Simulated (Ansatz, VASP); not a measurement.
One calculation of TiTe2, two programs

```
Ti Te
1.0
     3.89892    0.00000    0.00000
    -1.94946    3.37657    0.00000
     0.00000    0.00000    6.70776
Ti Te
1 2
Direct
  0.00000 0.00000 0.00000
  0.66667 0.33333 0.26280
  0.33333 0.66667 0.73720
```

Alike in both runs: task single point; functional PBE; k mesh 10 × 10 × 5; no spin polarisation.

|  | VASP | Ansatz |
| --- | --- | --- |
| version | VASP 6.6.1 | Ansatz 0.2.0 |
| potentials or method | VASP PAW PBE potentials, release 64 (Ti_sv, Te), cutoff 520 eV | plane waves, PAW |
| occupations | fermi-dirac, width 0.1 eV | fermi-dirac |
| valence electrons in the cell | 24 | 44 |

```tsv
	VASP	Ansatz	Ansatz less VASP
pressure (GPa)	-4.2	-4.2	-0.01
traceless stress, the component that is largest in VASP (GPa)	0.19	0.18	-0.008
```

VASP's potentials hold 24 valence electrons a cell and Ansatz's 44, so a difference there can come from the potentials and not from the codes. Ansatz's warnings: stress scf threshold loose.

Spin-orbit coupling is off throughout.
